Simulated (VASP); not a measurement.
Ir:

```
CELL_PARAMETERS angstrom
0.00000 1.92504 1.92504
1.92504 0.00000 1.92504
1.92504 1.92504 0.00000
ATOMIC_POSITIONS crystal
Ir 0.00000 0.00000 0.00000
```

Base run:

* Program: VASP 6.6.1
* Functional: r2SCAN
* Potentials or basis: VASP PAW PBE potentials, release 64 (Ir_sv_GW)
* Cutoff: 550 eV
* k mesh: 8 × 8 × 8
* Occupations: fermi-dirac, width 0.1 eV
* Spin: no spin polarisation

Its results: pressure -2.2 GPa.

Task: The run is repeated on the same cell with these changes: potentials or basis from VASP PAW PBE potentials, release 64 (Ir_sv_GW) to VASP PAW PBE potentials, release 64 (Ir); cutoff from 550 eV to 520 eV; further incar settings from ALGO = Normal; EDIFF = 1e-06; NBANDS = 14 to ALGO = Normal; EDIFF = 1e-06; NBANDS = 10; valence electrons from 17 to 9. What comes out?

Result: Pressure 2.4 GPa.

Caveats: the PAW data sets were made with another functional, which shifts forces and pressure a little.
